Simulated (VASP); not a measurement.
# Si62P (a cell with a defect) in VASP: single point with PBE

Aim: the single point of Si62P (a cell with a defect) with PBE.

Everything below comes from runs of VASP 6.6.1. Logs are shortened: lines on timing, memory, paths and dates and some standing lists are left out, and cuts for length are marked.

**1. The cell of the first run**

The cell holds a defect, 63 atoms: a = 10.860 Å, b = 10.860 Å, c = 10.860 Å, α = 90.00°, β = 90.00°, γ = 90.00°.

**2. Single point, PBE, collinear spin**

INCAR

```
ALGO     = Normal         # electronic algorithm
EDIFF    = 1E-6           # SCF threshold, eV
ENCUT    = 520            # plane-wave cutoff, eV
GGA      = PE             # functional
ISIF     = 2              # what is computed and relaxed
ISMEAR   = 0              # smearing method
ISPIN    = 2              # spin polarisation
LASPH    = True           # aspherical terms in the spheres
LCHARG   = False          # write CHGCAR
LORBIT   = 11             # projections on sites
LREAL    = Auto         
LWAVE    = False          # write WAVECAR
MAGMOM   = 0 0 0 0 0 0 0 0 0 0 0 0 0 0 0 0 0 0 0 0 0 0 0 0 0 0 0 0 0 0 0 0 0 0 0 0 0 0 0 0 0 0 0 0 0 0 0 0 0 0 0 0 0 0 0 0 0 0 0 0 0 0 1 # initial moments
NBANDS   = 168            # bands
NELM     = 150            # most SCF steps
PREC     = Accurate       # precision mode
SIGMA    = 0.05           # smearing width, eV
```

KPOINTS

```
k-points
0
Gamma
  1 1 1
```

POSCAR

```
Si62P
1.0
   10.8600000000      0.0000000000      0.0000000000
    0.0000000000     10.8600000000      0.0000000000
    0.0000000000      0.0000000000     10.8600000000
Si P
62 1
Direct
    0.5052221115      0.0006018027     -0.0026042415
    0.6245941739      0.1293336286      0.1248299639
    0.7521520032      0.2525801065     -0.0000776209
    0.8790487346      0.3742191718      0.1294281458
    0.7461892524     -0.0019005892      0.2495823330
    0.8708821022      0.1187797501      0.3788766667
    0.0035529868     -0.0022773371      0.0004150572
    0.1251506530      0.1251416935      0.1247754248
    0.2532080076      0.2454990807     -0.0032145050
    0.3679837552      0.3780944236      0.1224763360
    0.4970037794      0.5028942470      0.0006799794
    0.6255640725      0.6244867622      0.1249147856
    0.7543296689      0.7474887527      0.0011875920
    0.8766799847      0.8746126492      0.1259472670
    0.2495808350     -0.0022895429      0.2463413696
    0.3738561630      0.1239134348      0.3732014262
    0.4955704807      0.2532811511      0.2499410229
    0.6223981678      0.3755843335      0.3753534270
    0.7491961680      0.4985344279      0.2506360780
    0.8737087548      0.6230564076      0.3762836687
    0.5005921719     -0.0001230095      0.4981651251
    0.6252602929      0.1250293964      0.6247443883
    0.7489177472      0.2504452158      0.5010207456
    0.8744643574      0.3755266406      0.6276251571
    0.7518535282     -0.0001776216      0.7493426681
    0.8766665468      0.1239012975      0.8761323410
    0.0257666834      0.5010864481      0.0319186521
    0.3751520783      0.8756333976      0.1161396010
   -0.0043088726      0.2422857157      0.2541273768
    0.1203077258      0.3743144724      0.3707457297
    0.2175087730      0.5015187022      0.2238846050
    0.3581220981      0.6203827043      0.3585783510
    0.4936805144      0.7467618621      0.2453503949
    0.6211140494      0.8714600642      0.3725353377
    0.0001941300     -0.0018467545      0.5036377678
    0.1249581233      0.1293730470      0.6251045087
    0.2499740379      0.2526402259      0.4975459682
    0.3741035420      0.3778475589      0.6249019843
    0.4934691732      0.5022098301      0.4945417486
    0.6247140091      0.6256143523      0.6250873287
    0.7493264159      0.7501062691      0.5005280757
    0.8773645230      0.8713996654      0.6286834685
    0.2523646560      0.0006420159      0.7446430378
    0.3789470788      0.1224596873      0.8708979159
    0.5011199752      0.2519117577      0.7486482431
    0.6248332814      0.3777676716      0.8757530273
    0.7551340990      0.5021960933      0.7563764988
    0.8911332717      0.6203088675      0.8916874010
   -0.0036770882      0.7493192610      0.2538730491
    0.1240766219      0.8747535788      0.3734218492
   -0.0007892328      0.4984722941      0.5008698759
    0.1250534531      0.6245143947      0.6243542504
    0.2488792929      0.7475459266      0.4956443715
    0.3759673381      0.8733220199      0.6202997563
   -0.0000367554      0.2531073220      0.7543192302
    0.1274890057      0.3778145490      0.8817876045
    0.2492205699      0.5028201433      0.7529037375
    0.3734111701      0.6327207952      0.8764996573
    0.5007244519      0.7517859343      0.7492712648
    0.6297808635      0.8732700111      0.8740183478
    0.0044234902      0.7466316344      0.7561741206
    0.1335856785      0.8756116268      0.8746993206
    0.2492430746      0.7516104812      0.0006164399
```

Potentials or basis: VASP PAW PBE potentials, release 64 (Si, P).

Started as:

```console
> cat potpaw_PBE.64/Si/POTCAR potpaw_PBE.64/P/POTCAR > POTCAR
> mpirun -np 1 vasp_gam > vasp.out
```

OUTCAR:

```text
EDIFF = 1E-6
   ENCUT = 520
   GGA = PE
   ISIF = 2
   ISMEAR = 0
   ISPIN = 2
   LASPH = True
   LORBIT = 11
   LREAL = Auto
   NELM = 150
   PREC = Accurate

 ion  position               nearest neighbor table
   1  0.505  0.001  0.997-  28 2.35  44 2.35  60 2.35   2 2.36
   2  0.625  0.129  0.125-   1 2.36   3 2.36   5 2.37  17 2.37
   3  0.752  0.253  1.000-   2 2.36  46 2.36  26 2.36   4 2.37
   4  0.879  0.374  0.129-  29 2.34  19 2.35  27 2.36   3 2.37
   5  0.746  0.998  0.250-  34 2.35   6 2.35  14 2.37   2 2.37
   6  0.871  0.119  0.379-  29 2.34   5 2.35  35 2.35  23 2.36
[... 40 lines left out ...]
  47  0.755  0.502  0.756-  46 2.35  24 2.35  40 2.42  48 2.45
  48  0.891  0.620  0.892-  13 2.35  61 2.36  47 2.45  27 2.48
  49  0.996  0.749  0.254-  20 2.33  50 2.34  14 2.34
  50  0.124  0.875  0.373-  49 2.34  53 2.35  15 2.35  35 2.37
  51  0.999  0.498  0.501-  24 2.35  20 2.35  52 2.35  30 2.35
  52  0.125  0.625  0.624-  57 2.35  61 2.35  51 2.35  53 2.36
  53  0.249  0.748  0.496-  50 2.35  32 2.35  52 2.36  54 2.37
  54  0.376  0.873  0.620-  21 2.34  43 2.35  59 2.35  53 2.37
  55  1.000  0.253  0.754-  26 2.35  24 2.35  36 2.37  56 2.38
  56  0.127  0.378  0.882-   9 2.34  57 2.36  55 2.38  27 2.38
  57  0.249  0.503  0.753-  52 2.35  56 2.36  58 2.37  38 2.37
  58  0.373  0.633  0.876-  63 2.30  59 2.34  11 2.37  57 2.37
  59  0.501  0.752  0.749-  58 2.34  40 2.35  54 2.35  60 2.35
  60  0.630  0.873  0.874-  25 2.34   1 2.35  59 2.35  13 2.37
  61  0.004  0.747  0.756-  52 2.35  48 2.36  62 2.36  42 2.38
  62  0.134  0.876  0.875-  63 2.29  43 2.35  61 2.36   7 2.37
  63  0.249  0.752  0.001-  28 2.29  62 2.29  58 2.30

  LATTYP: Found a simple cubic cell.
 ALAT       =    10.8600000000

  Lattice vectors:

 A1 = (  10.8600000000,   0.0000000000,   0.0000000000)
 A2 = (   0.0000000000,  10.8600000000,   0.0000000000)
 A3 = (   0.0000000000,   0.0000000000,  10.8600000000)

Analysis of symmetry for initial positions (statically):
=====================================================================
 Subroutine PRICEL returns:
 Original cell was already a primitive cell.

 Routine SETGRP: Setting up the symmetry group for a
 simple cubic supercell.

 Subroutine GETGRP returns: Found  1 space group operations
 (whereof  1 operations were pure point group operations)
 out of a pool of 48 trial point group operations.

The static configuration has the point symmetry C_1 .

Analysis of symmetry for dynamics (positions and initial velocities):
=====================================================================
 Subroutine PRICEL returns:
 Original cell was already a primitive cell.

 Routine SETGRP: Setting up the symmetry group for a
 simple cubic supercell.

 Subroutine GETGRP returns: Found  1 space group operations
 (whereof  1 operations were pure point group operations)
 out of a pool of 48 trial point group operations.

The dynamic configuration has the point symmetry C_1 .

Analysis of structural, dynamic, and magnetic symmetry:
=====================================================================
 Subroutine PRICEL returns:
 Original cell was already a primitive cell.

 Routine SETGRP: Setting up the symmetry group for a
 simple cubic supercell.

 Subroutine GETGRP returns: Found  1 space group operations
 (whereof  1 operations were pure point group operations)
 out of a pool of 48 trial point group operations.

The overall configuration has the point symmetry C_1 .

 Subroutine INISYM returns: Found  1 space group operations
 (whereof  1 operations are pure point group operations),
 and found     1 'primitive' translations

----------------------------------------------------------------------------------------

                                     Primitive cell

  volume of cell :    1280.8241

[... 189 lines left out ...]
   NSW    =      0    number of steps for IOM
   IBRION =     -1    ionic relax: 0-MD 1-quasi-New 2-CG
   NFREE  =      0    steps in history (QN), initial steepest desc. (CG)
   ISIF   =      2    stress and relaxation
   ISYM   =      2    0-nonsym 1-usesym 2-fastsym
   POTIM  = 0.5000    time-step for ionic-motion
   TEBEG  =    0.0;   TEEND  =   0.0 temperature during run
   PSTRESS=    0.0 pullay stress
   NELECT =     253.0000    total number of electrons
   NUPDOWN=      -1.0000    fix difference up-down
   EMIN   =  10.00;   EMAX   =-10.00  energy-range for DOS
   EFERMI =   0.00;   METHOD = LEGACY
   ISMEAR =     0;   SIGMA  =   0.05  broadening in eV -4-tet -1-fermi 0-gaus
   EFERMI_NEDOS =   21; number of points for ismear=-14 and -15
   IALGO  =     38    algorithm
   IMIX   =      4    mixing-type and parameters
     AMIX     =   0.40;   BMIX     =  1.00
     AMIX_MAG =   1.60;   BMIX_MAG =  1.00
  volume/ion in A,a.u.               =      20.33       137.20
  Fermi-wavevector in a.u.,A,eV,Ry     =   0.953422  1.801706 12.367880  0.909014
  Thomas-Fermi vector in A             =   2.082076
   LORBIT       =     11    0 simple, 1 ext, 2 COOP (PROOUT), +10 PAW based schemes
   GGA     = PE    functional components
   LHFCALC =     F    Hartree Fock is set to
   AEXX    =    0.0000 exact exchange contribution
   IVDW    =     0    specifies the selected vdW correction
   LEPSILON=     F    determine dielectric tensor
   LRPA    =     F    only Hartree local field effects (RPA)
 spin polarized calculation
 Gauss-broadening in eV      SIGMA  =   0.05
  energy-cutoff  :      520.00
  volume of cell :     1280.82
 maximum number of plane-waves:     17229
 NGX is ok and might be reduce to    84
   NGX = 41   NGY = 41   NGZ = 41

 number of electron     252.9999996 magnetization       0.9998653

 Free energy of the ion-electron system (eV)
  ---------------------------------------------------
  ext. energy  EPLUGINS =         0.00000000
  ---------------------------------------------------
  free energy    TOTEN  =      -332.93213135 eV

  energy without entropy =     -332.93207217  energy(sigma->0) =     -332.93210176

 E-fermi :   6.1850     XC(G=0):  -9.3356

 val. band max:        6.0608555598   @ k =   0.0000   0.0000   0.0000
 cond. band min:       6.3091892028   @ k =   0.0000   0.0000   0.0000
 fundamental gap:      0.2483336429
 Fermi energy:         6.1850207106

 spin component 1

 k-point     1 :       0.0000    0.0000    0.0000
  band No.  band energies     occupation
      1      -6.3269      1.00000
      2      -5.7486      1.00000
      3      -5.1412      1.00000
      4      -5.1400      1.00000
      5      -5.1279      1.00000
      6      -5.0926      1.00000
[... 130 lines left out ...]
    137       6.8764      0.00000
    138       6.9001      0.00000
 Fermi energy:         6.1850207106

 spin component 2

 k-point     1 :       0.0000    0.0000    0.0000
  band No.  band energies     occupation
      1      -6.3159      1.00000
      2      -5.7385      1.00000
      3      -5.1303      1.00000
      4      -5.1241      1.00000
      5      -5.1134      1.00000
      6      -5.0867      1.00000
[... 130 lines left out ...]
    137       6.8857      0.00000
    138       6.9233      0.00000
 [bands above 138 left out]

------------------------ aborting loop because EDIFF is reached ----------------------------------------

  FORCE on cell =-STRESS in cart. coord.  units (eV):
  Direction    XX          YY          ZZ          XY          YZ          ZX
  --------------------------------------------------------------------------------------
  -------------------------------------------------------------------------------------
  Total        9.0521528     16.5291951      9.0840915      3.6379309     -3.5471807     -9.9300906
  in kB       11.3232992     20.6762995     11.3632511      4.5506722     -4.4371532    -12.4215078
  external PRESSURE =      14.4542833 kB  Pullay stress =       0.0000000 kB

 VOLUME and BASIS-vectors are now :
 -----------------------------------------------------------------------------
  energy-cutoff  :      520.00
  volume of cell :     1280.82
      direct lattice vectors                 reciprocal lattice vectors
    10.860000000  0.000000000  0.000000000     0.092081031  0.000000000  0.000000000
     0.000000000 10.860000000  0.000000000     0.000000000  0.092081031  0.000000000
     0.000000000  0.000000000 10.860000000     0.000000000  0.000000000  0.092081031

 POSITION                                       TOTAL-FORCE (eV/Angst)
 -----------------------------------------------------------------------------------
      5.48671      0.00654     10.83172         0.000797     -0.003599      0.000237
      6.78309      1.40456      1.35565         0.000755      0.004816      0.003900
      8.16837      2.74302     10.85916         0.001012      0.000104     -0.003430
      9.54647      4.06402      1.40559        -0.003259      0.003897      0.004566
      8.10362     10.83936      2.71046        -0.001612     -0.005030     -0.004380
      9.45778      1.28995      4.11460         0.003340      0.003450      0.001393
[... 55 lines left out ...]
      1.45074      9.50914      9.49923         0.009656     -0.001883      0.003693
      2.70678      8.16249      0.00669         0.008880     -0.011488     -0.014294
 -----------------------------------------------------------------------------------
    total drift:                               -0.009296     -0.001237      0.013473

  FREE ENERGIE OF THE ION-ELECTRON SYSTEM (eV)
  ---------------------------------------------------
  free  energy   TOTEN  =      -332.9321313544 eV

  energy  without entropy=     -332.9320721669  energy(sigma->0) =     -332.93210176

 total charge

# of ion       s       p       d       tot
------------------------------------------
    1        0.741   0.959   0.000   1.700
    2        0.743   0.945   0.000   1.689
    3        0.741   0.944   0.000   1.686
    4        0.740   0.954   0.000   1.694
    5        0.744   0.943   0.000   1.687
    6        0.738   0.963   0.000   1.701
[... 55 lines left out ...]
   62        0.737   0.928   0.000   1.665
   63        1.043   1.476   0.000   2.520
--------------------------------------------------
tot         47.029  60.031   0.000 107.061

 magnetization (x)

# of ion       s       p       d       tot
------------------------------------------
    1       -0.000  -0.000   0.000  -0.000
    2        0.001   0.007   0.000   0.007
    3        0.001   0.002   0.000   0.003
    4        0.001   0.001   0.000   0.001
    5        0.002   0.010   0.000   0.012
    6       -0.000   0.001   0.000   0.001
[... 55 lines left out ...]
   62        0.000   0.000   0.000   0.000
   63        0.003   0.006   0.000   0.008
--------------------------------------------------
tot          0.062   0.294   0.000   0.356
```

It took 15 min on 1 thread of AMD EPYC 7R43 (Zen 3), shared host; peak memory 1.5 GiB.

What came out:

```
Free energy                                           : -332.9321 eV
Pressure                                              : 1.4 GPa
Largest force                                         : 0.023 eV/Å
Net moment                                            : 1.00 μB per cell
Site moments                                          : Si -0.00, +0.01, +0.00, +0.16 (each value once); P +0.01 μB
Valence electrons inside the program's atomic spheres : Si 1.70, 1.69, 1.68, 1.60, 1.67, 1.65, 1.66 (each value once); P 2.52
```

Forces on the atoms (eV/Å):
```
Si   0.001 -0.004  0.000
Si   0.001  0.005  0.004
Si   0.001  0.000 -0.003
Si  -0.003  0.004  0.005
Si  -0.002 -0.005 -0.004
Si   0.003  0.003  0.001
Si   0.003 -0.005 -0.004
Si   0.000  0.003  0.004
Si  -0.001 -0.003  0.002
Si  -0.004 -0.003  0.001
Si   0.000  0.002  0.002
Si  -0.003  0.002  0.000
Si   0.003 -0.004 -0.005
Si  -0.004  0.005  0.005
Si   0.000 -0.001 -0.003
Si  -0.001  0.002 -0.001
Si  -0.004 -0.005 -0.006
Si   0.003  0.004  0.003
Si  -0.001 -0.001  0.002
Si  -0.002  0.003  0.002
Si  -0.001  0.001  0.000
Si  -0.005 -0.005  0.000
Si  -0.002  0.000 -0.004
Si   0.003  0.006 -0.001
Si  -0.002  0.000  0.000
Si   0.003  0.000  0.002
Si  -0.003  0.002 -0.014
Si  -0.004 -0.002 -0.005
Si   0.001 -0.001 -0.001
Si   0.002  0.007  0.002
Si   0.018 -0.012  0.008
Si  -0.005  0.004  0.003
Si   0.004 -0.007  0.003
Si   0.003  0.002  0.004
Si   0.005 -0.005 -0.001
Si   0.007  0.004  0.001
Si  -0.005  0.001  0.001
Si  -0.002 -0.001  0.002
Si   0.002 -0.001  0.000
Si  -0.002  0.004  0.001
Si   0.000 -0.010 -0.006
Si  -0.005  0.004  0.002
Si  -0.003 -0.005 -0.001
Si   0.000  0.006 -0.001
Si   0.003 -0.001  0.000
Si  -0.003  0.004  0.003
Si   0.002 -0.006  0.000
Si   0.000  0.001  0.005
Si  -0.010  0.006  0.003
Si   0.000  0.004  0.002
Si   0.003  0.001 -0.003
Si  -0.002 -0.004  0.001
Si   0.002 -0.006 -0.001
Si  -0.002  0.003 -0.004
Si  -0.002  0.001 -0.001
Si   0.002  0.000  0.000
Si   0.001  0.006 -0.002
Si  -0.013  0.013  0.011
Si  -0.002 -0.008  0.000
Si  -0.001  0.002  0.000
Si   0.003  0.002 -0.004
Si   0.010 -0.002  0.004
P    0.009 -0.011 -0.014
```

Stress tensor (GPa, compression positive):
```
 1.13  0.46 -1.24
 0.46  2.07 -0.44
-1.24 -0.44  1.14
```

Caveat: the k points lie up to 0.58 Å⁻¹ apart.
